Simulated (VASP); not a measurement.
Write the native input for VASP 6.6.1 that does the following.

```
Task                   : relaxation of cell and atoms
Functional             : PBEsol
Potentials or basis    : VASP PAW PBE potentials, release 64 (Mg, Be)
Cutoff                 : 600 eV
k mesh                 : 18 × 18 × 10
Occupations            : fermi-dirac, width 0.15 eV
Spin                   : no spin polarisation
Dipole correction      : no
Further INCAR settings : ALGO = Normal; EDIFF = 1e-06; IBRION = 2; EDIFFG = -0.001; NSW = 80; ISIF = 3
```

The structure of MgBe lies in POSCAR:

```
MgBe
1.0
    2.8689279850      0.0000000000      0.0000000000
   -1.4344639925      2.4845645166      0.0000000000
    0.0000000000      0.0000000000      4.2340602194
Mg Be
1 1
Direct
    0.3333333333      0.6666666667      0.0000000000
    0.6666666667      0.3333333333      0.5000000000
```

One way to write it, as run:

INCAR

```
SYSTEM = MgBe
ALGO = Normal
EDIFF = 1E-6
EDIFFG = -0.001
ENCUT = 600
GGA = PS
IBRION = 2
ISIF = 3
ISMEAR = -1
LASPH = .TRUE.
LCHARG = .FALSE.
LREAL = .FALSE.
LWAVE = .FALSE.
NELM = 100
NSW = 80
PREC = Accurate
SIGMA = 0.15
```

KPOINTS

```
k-points
0
G
  18 18 10
  0 0 0
```

Potentials or basis: VASP PAW PBE potentials, release 64 (Mg, Be).

Command:

```sh
$ cat potpaw_PBE.64/Mg/POTCAR potpaw_PBE.64/Be/POTCAR > POTCAR
$ mpirun -np 1 vasp_std > vasp.out
```

It gave:

```yaml
Relaxed_volume: 15.15 Å³/atom
Relaxed_cell: a = 2.877 Å, b = 2.877 Å, c = 4.226 Å, α = 90.00°, β = 90.00°, γ = 120.00°
Space_group_after_relaxing_to_0.05_Å: P-6m2 (No. 187)
Energy_gained_by_relaxing: 0.1 meV/atom
Ionic_steps: 5
Pressure_after_relaxing: 0.0 GPa
Band_gap_on_the_k_mesh: zero (band 2 reaches 4.98 eV, above the bottom of band 3 at 2.71 eV)
```

Caveat: the PAW data sets were made with another functional, which shifts forces and pressure a little.

It took 30 s on 1 thread of Intel(R) Xeon(R) 6975P-C (Granite Rapids), with other jobs on the host, peak memory 0.21 GiB.
